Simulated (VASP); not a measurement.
# HfSiO4 (I4_1/amd) in VASP: single point with PBE

Aim: the single point of HfSiO4 with PBE.

Program: VASP 6.6.1. These are calculated values, not measurements. Logs are shortened: lines on timing, memory, paths and dates and some standing lists are left out, and cuts for length are marked.

### 1 The cell of the first run

It takes space group I4_1/amd (No. 141, tetragonal). Conventional cell: a = 6.572 Å, b = 6.572 Å, c = 5.963 Å, α = 90.00°, β = 90.00°, γ = 90.00°. Hf (site symmetry -4m2) has 8 O at 2.11 to 2.26 Å within 2.8 Å. Within 2.2 Å of Si (site symmetry -4m2) lie 4 O at 1.63 Å. O (site symmetry m) has 1 Si at 1.63 Å and 2 Hf at 2.11 to 2.26 Å within 2.3 Å.

### 2 Single point, PBE

File INCAR:

```
SYSTEM = HfSiO4
PREC = Accurate
ENCUT = 520
EDIFF = 1E-6
ISMEAR = -1
SIGMA = 0.02
LREAL = .FALSE.
LASPH = .TRUE.
NELM = 60
ALGO = Normal
ISIF = 2
LWAVE = .FALSE.
LCHARG = .FALSE.
GGA = PE
NBANDS = 50
```

File KPOINTS:

```
regular mesh
0
G
  5 5 5
  0 0 0
```

File POSCAR:

```
HfSiO4
1.0
   -3.2862500000      3.2862500000      2.9816000000
    3.2862500000     -3.2862500000      2.9816000000
    3.2862500000      3.2862500000     -2.9816000000
Hf Si O
2 2 8
Direct
    0.7500000000      0.2500000000      0.5000000000
    0.0000000000      0.0000000000      0.0000000000
    0.2500000000      0.7500000000      0.5000000000
    0.5000000000      0.5000000000      0.0000000000
    0.1340001544      0.3192779219      0.8147222326
    0.0692779219      0.7545556893      0.6852777674
    0.5045556893      0.3192779219      0.1852777674
    0.0692779219      0.3840001544      0.3147222326
    0.6159998456      0.9307220781      0.6852777674
    0.6807220781      0.8659998456      0.1852777674
    0.2454443107      0.9307220781      0.3147222326
    0.6807220781      0.4954443107      0.8147222326
```

Potentials or basis: VASP PAW PBE potentials, release 64 (Hf_pv, Si, O).

Started as:

```console
$ cat potpaw_PBE.64/Hf_pv/POTCAR potpaw_PBE.64/Si/POTCAR potpaw_PBE.64/O/POTCAR > POTCAR
$ mpirun -np 1 vasp_std > vasp.out
```

OUTCAR:

```text
SYSTEM = HfSiO4
   PREC = Accurate
   ENCUT = 520
   EDIFF = 1E-6
   ISMEAR = -1
   LREAL = .FALSE.
   LASPH = .TRUE.
   NELM = 60
   ISIF = 2
   GGA = PE

 ion  position               nearest neighbor table
   1  0.750  0.250  0.500-   5 2.11  10 2.11   7 2.11  12 2.11   8 2.26   9 2.26   6 2.26  11 2.26
                             3 2.98   3 2.98   2 3.61   2 3.61   2 3.61   2 3.61
   2  0.000  0.000  0.000-   8 2.11   9 2.11   6 2.11  11 2.11  10 2.26   5 2.26   7 2.26  12 2.26
                             4 2.98   4 2.98   1 3.61   1 3.61   1 3.61   1 3.61
   3  0.250  0.750  0.500-   6 1.63  11 1.63   9 1.63   8 1.63   1 2.98   1 2.98
   4  0.500  0.500  0.000-   7 1.63  12 1.63  10 1.63   5 1.63   2 2.98   2 2.98
   5  0.134  0.319  0.815-   4 1.63   1 2.11   2 2.26
   6  0.069  0.755  0.685-   3 1.63   2 2.11   1 2.26
   7  0.505  0.319  0.185-   4 1.63   1 2.11   2 2.26
   8  0.069  0.384  0.315-   3 1.63   2 2.11   1 2.26
   9  0.616  0.931  0.685-   3 1.63   2 2.11   1 2.26
  10  0.681  0.866  0.185-   4 1.63   1 2.11   2 2.26
  11  0.245  0.931  0.315-   3 1.63   2 2.11   1 2.26
  12  0.681  0.495  0.815-   4 1.63   1 2.11   2 2.26

  LATTYP: Found a body centered tetragonal cell.
 ALAT       =     6.5725000000
 C/A-ratio  =     0.9072955496

  Lattice vectors:

 A1 = (  -3.2862500000,   3.2862500000,   2.9816000000)
 A2 = (   3.2862500000,  -3.2862500000,   2.9816000000)
 A3 = (   3.2862500000,   3.2862500000,  -2.9816000000)

Analysis of symmetry for initial positions (statically):
=====================================================================
 Subroutine PRICEL returns:
 Original cell was already a primitive cell.

 Routine SETGRP: Setting up the symmetry group for a
 body centered tetragonal supercell.

 Subroutine GETGRP returns: Found 16 space group operations
 (whereof  8 operations were pure point group operations)
 out of a pool of 16 trial point group operations.

The static configuration has the point symmetry D_2d.
 The point group associated with its full space group is D_4h.

Analysis of symmetry for dynamics (positions and initial velocities):
=====================================================================
 Subroutine PRICEL returns:
 Original cell was already a primitive cell.

 Routine SETGRP: Setting up the symmetry group for a
 body centered tetragonal supercell.

 Subroutine GETGRP returns: Found 16 space group operations
 (whereof  8 operations were pure point group operations)
 out of a pool of 16 trial point group operations.

The dynamic configuration has the point symmetry D_2d.
 The point group associated with its full space group is D_4h.

 Subroutine INISYM returns: Found 16 space group operations
 (whereof  8 operations are pure point group operations),
 and found     1 'primitive' translations

----------------------------------------------------------------------------------------

                                     Primitive cell

  volume of cell :     128.7984

  direct lattice vectors                    reciprocal lattice vectors
    -3.286250000  3.286250000  2.981600000     0.000000000  0.152149106  0.167695197
     3.286250000 -3.286250000  2.981600000     0.152149106  0.000000000  0.167695197
     3.286250000  3.286250000 -2.981600000     0.152149106  0.152149106  0.000000000

  length of vectors
     5.521667926  5.521667926  5.521667926     0.226431070  0.226431070  0.215171329

  position of ions in fractional coordinates (direct lattice)
     0.750000000  0.250000000  0.500000000
     0.000000000  0.000000000  0.000000000
     0.250000000  0.750000000  0.500000000
     0.500000000  0.500000000  0.000000000
     0.134000154  0.319277922  0.814722233
     0.069277922  0.754555689  0.685277767
     0.504555689  0.319277922  0.185277767
     0.069277922  0.384000154  0.314722233
     0.615999846  0.930722078  0.685277767
     0.680722078  0.865999846  0.185277767
     0.245444311  0.930722078  0.314722233
     0.680722078  0.495444311  0.814722233

  ion indices of the primitive-cell ions
   primitive index   ion index
                 1           1
                 2           2
                 3           3
                 4           4
                 5           5
                 6           6
                 7           7
                 8           8
                 9           9
                10          10
                11          11
                12          12

----------------------------------------------------------------------------------------

 KPOINTS: regular mesh

Automatic generation of k-mesh.
 Grid dimensions read from file:
 generate k-points for:    5    5    5

 Generating k-lattice:

  Cartesian coordinates                     Fractional coordinates (reciprocal lattice)
     0.000000000  0.030429821  0.033539039     0.200000000 -0.000000000  0.000000000
     0.030429821  0.000000000  0.033539039    -0.000000000  0.200000000  0.000000000
     0.030429821  0.030429821  0.000000000     0.000000000  0.000000000  0.200000000

  Length of vectors
     0.045286214  0.045286214  0.043034266

  Shift w.r.t. Gamma in fractional coordinates (k-lattice)
     0.000000000  0.000000000  0.000000000

 Subroutine IBZKPT returns following result:
 ===========================================

 Found     18 irreducible k-points:

 Following reciprocal coordinates:
            Coordinates               Weight
  0.000000  0.000000  0.000000      1.000000
  0.200000 -0.000000  0.000000      8.000000
  0.400000 -0.000000  0.000000      8.000000
  0.200000  0.200000  0.000000      8.000000
  0.400000  0.200000  0.000000     16.000000
 -0.400000  0.200000 -0.000000     16.000000
[... 10 lines left out ...]
 -0.400000  0.400000  0.400000      4.000000
 -0.400000 -0.400000  0.400000      2.000000
   k-points           NKPTS =     18   k-points in BZ     NKDIM =     18   number of bands    NBANDS=     50
   number of dos      NEDOS =    301   number of ions     NIONS =     12
   total plane-waves  NPLWV =  74088
   dimension x,y,z NGX =    42 NGY =   42 NGZ =   42
   dimension x,y,z NGXF=    84 NGYF=   84 NGZF=   84
   ions per type =               2   2   8
   NGX,Y,Z   is equivalent  to a cutoff of  12.65, 12.65, 12.65 a.u.
   NGXF,Y,Z  is equivalent  to a cutoff of  25.29, 25.29, 25.29 a.u.
 SYSTEM =  HfSiO4
   PREC   = accura    normal or accurate (medium, high low for compatibility)
   ISTART =      0    job   : 0-new  1-cont  2-samecut
   ICHARG =      2    charge: 1-file 2-atom 10-const
   ISPIN  =      1    spin polarized calculation?
   LNONCOLLINEAR =      F non collinear calculations
   LSORBIT =      F    spin-orbit coupling
   LASPH  =      T    aspherical Exc in radial PAW
   ENCUT  =  520.0 eV  38.22 Ry    6.18 a.u.  10.27 10.27 10.27*2*pi/ulx,y,z
   NELM   =     60;   NELMIN=  2; NELMDL= -5     # of ELM steps
   EDIFF  = 0.1E-05   stopping-criterion for ELM
   LREAL  =      F    real-space projection
   EDIFFG = 0.1E-04   stopping-criterion for IOM
   NSW    =      0    number of steps for IOM
   IBRION =     -1    ionic relax: 0-MD 1-quasi-New 2-CG
   NFREE  =      0    steps in history (QN), initial steepest desc. (CG)
   ISIF   =      2    stress and relaxation
   ISYM   =      2    0-nonsym 1-usesym 2-fastsym
   POTIM  = 0.5000    time-step for ionic-motion
   TEBEG  =    0.0;   TEEND  =   0.0 temperature during run
   PSTRESS=    0.0 pullay stress
   NELECT =      76.0000    total number of electrons
   NUPDOWN=      -1.0000    fix difference up-down
   EMIN   =  10.00;   EMAX   =-10.00  energy-range for DOS
   EFERMI =   0.00;   METHOD = LEGACY
   ISMEAR =    -1;   SIGMA  =   0.02  broadening in eV -4-tet -1-fermi 0-gaus
   EFERMI_NEDOS =   21; number of points for ismear=-14 and -15
   IALGO  =     38    algorithm
   IMIX   =      4    mixing-type and parameters
     AMIX     =   0.40;   BMIX     =  1.00
     AMIX_MAG =   1.60;   BMIX_MAG =  1.00
  volume/ion in A,a.u.               =      10.73        72.43
  Fermi-wavevector in a.u.,A,eV,Ry     =   1.373122  2.594825 25.653301  1.885464
  Thomas-Fermi vector in A             =   2.498668
   LORBIT       =      0    0 simple, 1 ext, 2 COOP (PROOUT), +10 PAW based schemes
   GGA     = PE    functional components
   LHFCALC =     F    Hartree Fock is set to
   AEXX    =    0.0000 exact exchange contribution
   IVDW    =     0    specifies the selected vdW correction
   LEPSILON=     F    determine dielectric tensor
   LRPA    =     F    only Hartree local field effects (RPA)
 non-spin polarized calculation
  energy-cutoff  :      520.00
  volume of cell :      128.80
 maximum number of plane-waves:      3483
 NGX is ok and might be reduce to    42
   NGX = 21   NGY = 21   NGZ = 21

 number of electron      76.0000001 magnetization

 Free energy of the ion-electron system (eV)
  ---------------------------------------------------
  ext. energy  EPLUGINS =         0.00000000
  ---------------------------------------------------
  free energy    TOTEN  =      -108.61479291 eV

  energy without entropy =     -108.61479291  energy(sigma->0) =     -108.61479291

 E-fermi :   3.6963     XC(G=0): -11.0965

 val. band max:        3.3127949223   @ k =   0.0000   0.0000   0.0000
 cond. band min:       8.7403503347   @ k =   0.2000   0.2000   0.2000
 fundamental gap:      5.4275554124
 Fermi energy:         3.6963301695

 k-point     1 :       0.0000    0.0000    0.0000
  band No.  band energies     occupation
      1     -25.9955      2.00000
      2     -25.9955      2.00000
      3     -25.9226      2.00000
      4     -25.9104      2.00000
      5     -25.8149      2.00000
      6     -25.8149      2.00000
[... 42 lines left out ...]
     49      12.6123      0.00000
     50      13.1266      0.00000
[... 899 lines left out ...]
     49      12.9233      0.00000
     50      12.9821      0.00000

------------------------ aborting loop because EDIFF is reached ----------------------------------------

  FORCE on cell =-STRESS in cart. coord.  units (eV):
  Direction    XX          YY          ZZ          XY          YZ          ZX
  --------------------------------------------------------------------------------------
  -------------------------------------------------------------------------------------
  Total        3.9709399      3.9709399      4.8201549      0.0000000     -0.0000000      0.0000000
  in kB       49.3961762     49.3961762     59.9599151      0.0000000     -0.0000000      0.0000000
  external PRESSURE =      52.9174225 kB  Pullay stress =       0.0000000 kB

 VOLUME and BASIS-vectors are now :
 -----------------------------------------------------------------------------
  energy-cutoff  :      520.00
  volume of cell :      128.80
      direct lattice vectors                 reciprocal lattice vectors
    -3.286250000  3.286250000  2.981600000     0.000000000  0.152149106  0.167695197
     3.286250000 -3.286250000  2.981600000     0.152149106  0.000000000  0.167695197
     3.286250000  3.286250000 -2.981600000     0.152149106  0.152149106  0.000000000

 POSITION                                       TOTAL-FORCE (eV/Angst)
 -----------------------------------------------------------------------------------
     -0.00000      3.28625      1.49080        -0.000000     -0.000000     -0.000000
      0.00000      0.00000      0.00000        -0.000000     -0.000000     -0.000000
      3.28625     -0.00000      1.49080        -0.000000     -0.000000     -0.000000
      0.00000      0.00000      2.98160        -0.000000     -0.000000     -0.000000
      3.28625      2.06851     -1.07768        -0.000000     -0.136940     -0.140181
      4.50399      0.00000      0.41312         0.136940      0.000000     -0.140181
      0.00000      1.21774      1.90392        -0.000000      0.136940     -0.140181
      2.06851      0.00000      0.41312        -0.136940     -0.000000     -0.140181
      3.28625      1.21774      2.56848        -0.000000      0.136940      0.140181
      1.21774     -0.00000      4.05928         0.136940      0.000000      0.140181
      3.28625     -1.21774      2.56848        -0.000000     -0.136940      0.140181
      2.06851      3.28625      1.07768        -0.136940     -0.000000      0.140181
 -----------------------------------------------------------------------------------
    total drift:                               -0.000000     -0.000000      0.000000

  FREE ENERGIE OF THE ION-ELECTRON SYSTEM (eV)
  ---------------------------------------------------
  free  energy   TOTEN  =      -108.6147929062 eV

  energy  without entropy=     -108.6147929062  energy(sigma->0) =     -108.61479291
```

Run time: 98 s. Hardware: 1 thread of Intel Xeon Platinum 8488C (Sapphire Rapids), shared host; peak memory 0.3 GiB.

Results:

```
Free energy            : -108.6148 eV
Pressure               : 5.3 GPa
Largest force          : 0.196 eV/Å
Band gap on the k mesh : 5.43 eV (least direct gap 5.81 eV)
```

Forces in eV/Å, atoms in the order of the input:
```
Hf   0.000  0.000  0.000
Hf   0.000  0.000  0.000
Si   0.000  0.000  0.000
Si   0.000  0.000  0.000
O    0.000 -0.137 -0.140
O    0.137  0.000 -0.140
O    0.000  0.137 -0.140
O   -0.137  0.000 -0.140
O    0.000  0.137  0.140
O    0.137  0.000  0.140
O    0.000 -0.137  0.140
O   -0.137  0.000  0.140
```

Caveat: the cell stands under pressure; spin-orbit coupling is left out, which moves the levels of the heavy elements; an odd mesh through Γ misses points on the zone boundary, where band edges can lie.
